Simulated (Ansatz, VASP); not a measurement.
SiC in VASP and in Ansatz

File INCAR:

```
ALGO = Normal
EDIFF = 1E-6
ENCUT = 600
GGA = PS
GGA_COMPAT = F
ISIF = 2
ISMEAR = 0
LASPH = T
LCHARG = F
LREAL = F
LWAVE = F
NBANDS = 11
NELM = 120
PREC = Accurate
SIGMA = 0.05
```

The input KPOINTS:

```
k-points
0
Gamma
  10 10 10
```

The input POSCAR:

```
SiC
1.0
    0.0000000000      2.1603138951      2.1603138951
    2.1603138951      0.0000000000      2.1603138951
    2.1603138951      2.1603138951      0.0000000000
Si C
1 1
Direct
    0.0000000000      0.0000000000      0.0000000000
    0.7500000000      0.7500000000      0.7500000000
```

Input for Ansatz:

```yaml
crystal:
  lattice:
    - [0.0, 2.1603138951, 2.1603138951]
    - [2.1603138951, 0.0, 2.1603138951]
    - [2.1603138951, 2.1603138951, 0.0]
  atoms:
    - { symbol: Si, position: [0.0, 0.0, 0.0] }
    - { symbol: C, position: [0.75, 0.75, 0.75] }
basis:
  ecutwfc: 520.0
kpoints:
  mp_grid: { grid: [10, 10, 10] }
hamiltonian:
  xc: pbesol
  pseudopotentials: { kind: paw, azcp: { folder: soft_1 } }
scf:
  occupations: { method: gaussian, width: 0.05 }
output:
  forces: true
  stress: true
  eigenvalues: true
```

Change from the starting cell: mode 6 frozen in at +0.000 Å, equal normal strain along x, y and z -0.0083.

Alike in both runs: task single point; functional PBEsol; k mesh 10 × 10 × 10; occupations gaussian, width 0.05 eV; no spin polarisation.

```csv
,VASP,Ansatz
version,VASP 6.6.1,Ansatz 0.2.0
potentials or method,"VASP PAW PBE potentials, release 64 (Si, C), cutoff 600 eV","scalar-relativistic, plane waves, PAW"
valence electrons in the cell,8,8
```

```tsv
	VASP	Ansatz	Ansatz less VASP
gap on the k mesh at the Fermi level (eV)	1.21	1.22	+0.011
least direct gap on the mesh (eV)	4.47	4.49	+0.015
pressure (GPa)	6.1	5.8	-0.23
```

VASP's potentials were made for PBE, not for PBEsol, and Ansatz warns of the same on its side.
